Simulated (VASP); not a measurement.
Here is a VASP 6.6.1 calculation.

INCAR

```
SYSTEM = Ni
  PREC = Accurate
  ENCUT = 600
  EDIFF = 1E-6
  ISMEAR = -1
  SIGMA = 0.1
  LREAL = .False.
  LASPH = .True.
  NELM = 120
  ALGO = Normal
  ISIF = 2
  LWAVE = .False.
  LCHARG = .False.
  GGA = PE
  NBANDS = 11
  GGA_COMPAT = .False.
```

The input KPOINTS:

```
Automatic mesh
0
Gamma
  17 17 17
  0 0 0
```

Contents of POSCAR:

```
Ni
1.0
    0.0000000000      1.7218910000      1.7218910000
    1.7218910000      0.0000000000      1.7218910000
    1.7218910000      1.7218910000      0.0000000000
Ni
1
Direct
    0.0000000000      0.0000000000      0.0000000000
```

Potentials or basis: VASP PAW PBE potentials, release 64 (Ni).

Command:

```bash
$ cat potpaw_PBE.64/Ni/POTCAR > POTCAR
$ mpirun -np 1 vasp_std > vasp.out
```

Problem. Estimate the pressure.

Solution. 14.0 GPa.

Problem. What does it give for the band gap on the k mesh?

Solution. Zero (band 5 reaches 10.30 eV, above the bottom of band 6 at 9.26 eV).

Caveat: the run has no spin polarisation, though such a crystal can be magnetic. Spin polarisation is off, so any magnetic state and its effect on volume and gap are missing.
